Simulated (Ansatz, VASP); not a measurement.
**Two plane-wave programs on HgTe**

INCAR

```
  ALGO = Normal
  EDIFF = 1E-7
  ENCUT = 520
  GGA = PS
  ISIF = 2
  ISMEAR = 0
  LASPH = T
  LCHARG = T
  LELF = T
  LREAL = F
  LVHAR = T
  LWAVE = F
  NBANDS = 16
  NELM = 60
  PREC = Accurate
  SIGMA = 0.15
```

File KPOINTS:

```
k-points
0
Gamma
  14 14 14
```

The input POSCAR:

```
HgTe
1.0
   -0.0161175000      3.2235000000      3.2235000000
    3.2235000000     -0.0161175000      3.2235000000
    3.2073825000      3.2073825000      0.0000000000
Hg Te
1 1
Direct
    0.0000000000      0.0000000000      0.0000000000
    0.7500000000      0.7500000000      0.7500000000
```

Input for Ansatz:

```yaml
crystal:
  lattice:
    - [-0.0161175, 3.2235, 3.2235]
    - [3.2235, -0.0161175, 3.2235]
    - [3.2073825, 3.2073825, 0.0]
  atoms:
    - { symbol: Hg, position: [0.0, 0.0, 0.0] }
    - { symbol: Te, position: [0.75, 0.75, 0.75] }
basis:
  ecutwfc: 420
kpoints:
  mp_grid: { grid: [14, 14, 14] }
hamiltonian:
  xc: pbesol
scf:
  occupations: { method: gaussian, width: 0.15 }
output:
  forces: true
  stress: true
  eigenvalues: true
```

Change from the starting cell: strain -0.0100 x Voigt [0, 0, 0, 0, 0, 1], atoms carried along.

Alike in both runs: task single point; functional PBEsol; k mesh 14 × 14 × 14; occupations gaussian, width 0.15 eV; no spin polarisation.

```csv
,VASP,Ansatz
version,VASP 6.6.1,Ansatz 0.2.0
potentials or method,"VASP PAW PBE potentials, release 64 (Hg, Te), cutoff 520 eV","scalar-relativistic, plane waves, PAW"
valence electrons in the cell,18,36
```

```tsv
	VASP	Ansatz	Ansatz less VASP
gap on the k mesh at the Fermi level (eV)	none	none	-
pressure (GPa)	1.4	1.3	-0.12
traceless stress, the component that is largest in VASP (GPa)	0.42	0.42	-0.006
rms of the force components (eV/Å)	0.035	0.034	-0.0011
```

VASP's potentials were made for PBE, not for PBEsol. Atom by atom the forces differ by 0.001 eV/Å (rms over components). A gap of «none» marks a metal or a gap that the smearing closes. VASP's potentials hold 18 valence electrons a cell and Ansatz's 36, so a difference there can come from the potentials and not from the codes.

Neither program's run includes spin-orbit coupling.
